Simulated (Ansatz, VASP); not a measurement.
## Two plane-wave programs on Pd

The input INCAR:

```
SYSTEM = Pd
ALGO = Normal ; EDIFF = 1E-7
ENCUT = 520 ; ISIF = 2
ISMEAR = -1 ; ISPIN = 2
LASPH = .TRUE. ; LCHARG = .TRUE.
LELF = .TRUE. ; LMAXMIX = 4
LORBIT = 11 ; LREAL = .FALSE.
LVHAR = .TRUE. ; LWAVE = .FALSE.
MAGMOM = 0.5 0.5 0.5 0.5 ; NBANDS = 32
NELM = 150 ; PREC = Accurate
SIGMA = 0.05
```

The input KPOINTS:

```
k-points
0
G
  15 15 4
  0 0 0
```

The input POSCAR:

```
Pd
1.0
    2.5926631468      0.0000000000      0.0000000000
   -1.2963315734      2.2453121486      0.0000000000
    0.0000000000      0.0000000000      8.5730590423
Pd
4
Direct
    0.0000000000      0.0000000000      0.0000000000
    1.0000000000      0.0000000000      0.5000000000
    0.3333333333      0.6666666667      0.2500000000
    0.6666666667      0.3333333333      0.7500000000
```

Input for Ansatz:

```yaml
crystal:
  lattice:
    - [2.5926631468, 0.0, 0.0]
    - [-1.2963315734, 2.2453121486, 0.0]
    - [0.0, 0.0, 8.5730590423]
  atoms:
    - { symbol: Pd, position: [0.0, 0.0, 0.0], spin: 0.5 }
    - { symbol: Pd, position: [1.0, 0.0, 0.5], spin: 0.5 }
    - { symbol: Pd, position: [0.3333333333, 0.6666666667, 0.25], spin: 0.5 }
    - { symbol: Pd, position: [0.6666666667, 0.3333333333, 0.75], spin: 0.5 }
hamiltonian:
  xc: lda
  pseudopotentials:
    kind: paw
    azcp:
      Pd: "pseudopotentials/Pd.paw.azcp"
basis:
  ecutwfc: 420
  fft_grid_basis: typed
kpoints:
  mp_grid: { grid: [15, 15, 4], shift: [0, 0, 0] }
magnetization:
  spin_polarized: true
scf:
  occupations: { method: fermi_dirac, width: 0.05 }
  lower_state_search: "off"
output:
  stress: true
```

Alike in both runs: task single point; functional LDA; k mesh 15 × 15 × 4; occupations fermi-dirac, width 0.05 eV; collinear spin.

|  | VASP | Ansatz |
| --- | --- | --- |
| version | VASP 6.6.1 | Ansatz 0.2.0 |
| potentials or method | VASP PAW LDA potentials, release 64 (Pd), cutoff 520 eV | plane waves (420 eV) with PAW, scalar-relativistic |
| valence electrons in the cell | 40 | 72 |

```tsv
	VASP	Ansatz	Ansatz less VASP
net moment per atom (μB)	0.00	0.00	0.000
```

Ansatz warns that its potentials were made for another functional, while VASP's fit it. LDA's correlation is that of Perdew and Zunger in VASP and of Perdew and Wang (1992) in Ansatz. VASP's potentials hold 40 valence electrons a cell and Ansatz's 72, so a difference there can come from the potentials and not from the codes. Ansatz's warnings: seeded moment not kept.
